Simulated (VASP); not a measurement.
A run of VASP 6.6.1:

Contents of INCAR:

```
PREC = Accurate
ENCUT = 520
EDIFF = 1E-6
ISMEAR = -1
SIGMA = 0.05
LREAL = False
LASPH = True
NELM = 120
ALGO = Normal
ISIF = 2
LWAVE = False
LCHARG = False
GGA = PE
IVDW = 12
NBANDS = 45
GGA_COMPAT = False
```

Contents of KPOINTS:

```
Automatic mesh
0
Gamma
  1 1 1
```

POSCAR

```
H4C
1.0
    7.2304270000      0.0000000000      0.0000000000
    0.0000000000      7.2304270000      0.0000000000
    0.0000000000      0.0000000000      7.2304270000
C H
6 24
Direct
    0.5340737474      0.1360947909      0.5909235862
    0.8151117344      0.8812201389      0.2233731234
    0.4366505248      0.7290507390      0.7857434615
    1.0518360339      0.1807273531     -0.0611962470
    0.3504742881      0.5916120252      0.2761974491
    0.7926033948      0.4125026882      0.2597814203
    0.4122044121      0.1232916577      0.5008903172
    0.4905917544      0.1267366958      0.7354945320
    0.6022094099      0.2688286131      0.5664923610
    0.6309271491      0.0229604535      0.5602651108
    0.8974725176      0.9743489661      0.3091389233
    0.7268381725      0.7960001450      0.3113328962
    0.9075871069      0.7922176844      0.1433934573
    0.7289919724      0.9621329124      0.1284784029
    0.5105455433      0.8093847686      0.8925551835
    0.3539385576      0.6198773028      0.8520365238
    0.5377923945      0.6665590580      0.6902344279
    0.3458625330      0.8218274049      0.7084036008
    1.0034270438      0.3198347204     -0.0954565506
    0.9912703041      0.0800971598     -0.1576441700
    1.0078884446      0.1467840589      0.0793917752
    1.2031687655      0.1750040947     -0.0688769070
    0.3938695839      0.4912499878      0.3826940572
    0.4212828875      0.5585348956      0.1458771463
    0.3891303271      0.7324186011      0.3191028947
    0.2000813263      0.5847935085      0.2568474985
    0.7514511848      0.4893472910      0.3842697899
    0.7297754710      0.2750837998      0.2628086527
    0.9440374007      0.3998819511      0.2546903999
    0.7442893141      0.4881955338      0.1367659828
```

Potentials or basis: VASP PAW PBE potentials, release 64 (C, H).

The run is started by

```bash
$ cat potpaw_PBE.64/C/POTCAR potpaw_PBE.64/H/POTCAR > POTCAR
$ mpirun -np 1 vasp_gam > vasp.out
```

Hardware: 1 thread of AMD EPYC 7R43 64-Core Processor (Zen 3), on a shared host.

Task: How long does it take, and how much memory?

Result: It took 47 s on 1 thread of AMD EPYC 7R43 64-Core Processor (Zen 3), on a shared host, peak memory 0.32 GiB. Counts: scf iterations 18, k points 1.
